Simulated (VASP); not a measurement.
Wanted: the native input for a VASP 6.6.1 run.

```
Task                   : relaxation of cell and atoms
Functional             : PBE
Potentials or basis    : VASP PAW PBE potentials, release 64 (Ti_sv, Si, Ni)
Cutoff                 : 600 eV
k mesh                 : 10 × 8 × 8
Occupations            : gaussian, width 0.1 eV
Spin                   : no spin polarisation
Dipole correction      : no
Further INCAR settings : ALGO = Fast; EDIFF = 1e-06; IBRION = 2; EDIFFG = -0.01; NSW = 100; ISIF = 3
```

The structure of TiSi4Ni3 lies in POSCAR:

```
TiSi4Ni3
1.0
    3.7338176384      0.0000000000      0.0000000000
    0.0000000000      5.8001632277      0.0000000000
    0.0000000000      0.0000000000      4.7439943382
Ti Si Ni
1 4 3
Direct
    0.5000000000      0.0000000000      0.5255737503
    0.0000000000      0.7061077703      0.6407717984
    0.0000000000      0.2938922297      0.6407717984
    0.5000000000      0.2402268711      0.0464897047
    0.5000000000      0.7597731289      0.0464897047
    0.0000000000      0.5000000000      0.0748964186
    0.5000000000      0.5000000000      0.4316763394
    0.0000000000      0.0000000000      0.9993304855
```

The input as run:

INCAR

```
SYSTEM = TiSi4Ni3
PREC = Accurate
ENCUT = 600
EDIFF = 1E-6
ISMEAR = 0
SIGMA = 0.1
LREAL = .False.
LASPH = .True.
NELM = 60
ALGO = Fast
ISIF = 3
LWAVE = .False.
LCHARG = .False.
GGA = PE
IBRION = 2
NSW = 100
EDIFFG = -0.01
```

KPOINTS

```
regular mesh
0
Gamma
  10 8 8
  0 0 0
```

Potentials or basis: VASP PAW PBE potentials, release 64 (Ti_sv, Si, Ni).

The run is started by

```console
$ cat potpaw_PBE.64/Ti_sv/POTCAR potpaw_PBE.64/Si/POTCAR potpaw_PBE.64/Ni/POTCAR > POTCAR
$ mpirun -np 1 vasp_std > vasp.out
```

Results of the run:

```yaml
Relaxed_volume: 12.87 Å³/atom
Relaxed_cell: a = 3.732 Å, b = 5.811 Å, c = 4.746 Å, α = 90.00°, β = 90.00°, γ = 90.00°
Space_group_after_relaxing_to_0.1_Å: Pmm2 (No. 25)
Energy_gained_by_relaxing: 0.3 meV/atom
Ionic_steps: 8
Pressure_after_relaxing: -0.1 GPa
Largest_force_after_relaxing: 0.009 eV/Å
Band_gap_on_the_k_mesh: zero (bands 29 and 30 overlap by 1.28 eV)
```

Wall time 2.7 h on 1 thread of Oxide Virtual Turin-like Processor (shared host), peak memory 0.65 GiB.
